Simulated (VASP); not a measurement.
InGa3P4, 8 atoms in the cell. It takes space group Amm2 (No. 38, orthorhombic). Conventional cell: a = 3.972 Å, b = 7.956 Å, c = 11.263 Å, α = 90.00°, β = 90.00°, γ = 90.00°. Within 3.2 Å of Ga (site symmetry mm2) lie 4 P at 2.40 to 2.44 Å. Within 3.1 Å of Ga (site symmetry m) lie 4 P at 2.37 to 2.44 Å. Within 3.3 Å of In (site symmetry mm2) lie 4 P at 2.51 to 2.53 Å. P (site symmetry mm2) has 4 Ga at 2.44 Å within 3.2 Å. P (site symmetry m) has 3 Ga at 2.40 Å and 1 In at 2.53 Å within 3.2 Å. P (site symmetry mm2) has 2 Ga at 2.37 Å and 2 In at 2.51 Å within 3.1 Å.  This cell differs from its parent crystal: volume changed by +3%.

| Property | Result |
| --- | --- |
| Program | VASP 6.6.1 |
| Task | single point |
| Functional | r2SCAN |
| Potentials or basis | VASP PAW PBE potentials, release 64 (Ga_d, In_d, P) |
| Cutoff | 520 eV |
| k mesh | 6 × 4 × 4 |
| Occupations | gaussian, width 0.01 eV |
| Spin | no spin polarisation |
| Dipole correction | no |
| Further INCAR settings | ALGO = Normal; EDIFF = 1e-06; NBANDS = 46 |

Potentials or basis: VASP PAW PBE potentials, release 64 (Ga_d, In_d, P).

Run with:

```bash
$ cat potpaw_PBE.64/Ga_d/POTCAR potpaw_PBE.64/In_d/POTCAR potpaw_PBE.64/P/POTCAR > POTCAR
$ cp INCAR.step1 INCAR
$ mpirun -np 1 vasp_std > vasp.out
$ cp INCAR.step2 INCAR
$ mpirun -np 1 vasp_std > vasp.out
```

Hardware: 1 thread of Oxide Virtual Turin-like Processor, with other jobs on the host.

**Question.** How long does it take, and how much memory?

**Answer.** Wall time 20 min on 1 thread of Oxide Virtual Turin-like Processor (shared host), peak memory 0.41 GiB. Counts: k points 28.
